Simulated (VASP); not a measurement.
Wanted: the native input for a VASP 6.6.1 run.

```
Task                   : single point
Functional             : PBE
Potentials or basis    : VASP PAW PBE potentials, release 64 (Cr_pv)
Cutoff                 : 520 eV
k mesh                 : 11 × 11 × 6
Occupations            : gaussian, width 0.028 eV
Spin                   : collinear spin, ferromagnetic start
Starting moments       : [3.0, 3.0] μB
Dipole correction      : no
Further INCAR settings : ALGO = Normal; EDIFF = 1e-06; NBANDS = 23
```

The structure of Cr lies in POSCAR:

```
Cr
1.0
    2.7140000000      0.0000000000      0.0000000000
   -1.3570000000      2.3503929459      0.0000000000
    0.0000000000      0.0000000000      4.4100000000
Cr
2
Direct
    0.6666666667      0.3333333333      0.7500000000
    0.3333333333      0.6666666667      0.2500000000
```

These files were run (other wordings do the same):

INCAR

```
SYSTEM = Cr
ALGO     = Normal         ! electronic algorithm
EDIFF    = 1E-6           ! SCF threshold, eV
ENCUT    = 520            ! plane-wave cutoff, eV
GGA      = PE             ! functional
ISIF     = 2              ! what is computed and relaxed
ISMEAR   = 0              ! smearing method
ISPIN    = 2              ! spin polarisation
LASPH    = .TRUE.         ! aspherical terms in the spheres
LCHARG   = .TRUE.         ! write CHGCAR
LELF     = .TRUE.         ! ELF
LMAXMIX  = 4              ! l up to which the mixer works
LORBIT   = 11             ! projections on sites
LREAL    = .FALSE.        ! projectors in reciprocal space
LVHAR    = .TRUE.       
LWAVE    = .FALSE.        ! write WAVECAR
MAGMOM   = 3 3            ! initial moments
NBANDS   = 23             ! bands
NELM     = 150            ! most SCF steps
PREC     = Accurate       ! precision mode
SIGMA    = 0.028000000000000004 ! smearing width, eV
```

KPOINTS

```
k-points
0
G
  11 11 6
  0 0 0
```

Potentials or basis: VASP PAW PBE potentials, release 64 (Cr_pv).

The run is started by

```console
$ cat potpaw_PBE.64/Cr_pv/POTCAR > POTCAR
$ mpirun -np 1 vasp_std > vasp.out
```

It gave:

The pressure is -25.7 GPa. The net moment is 1.75 μB per cell and the site moments are Cr +0.81 μB. The valence electrons inside the program's atomic spheres are Cr 10.72.

Wall time 57 s on 1 thread of AMD EPYC 9R45 96-Core Processor (Zen 5), on a shared host, peak memory 0.16 GiB.
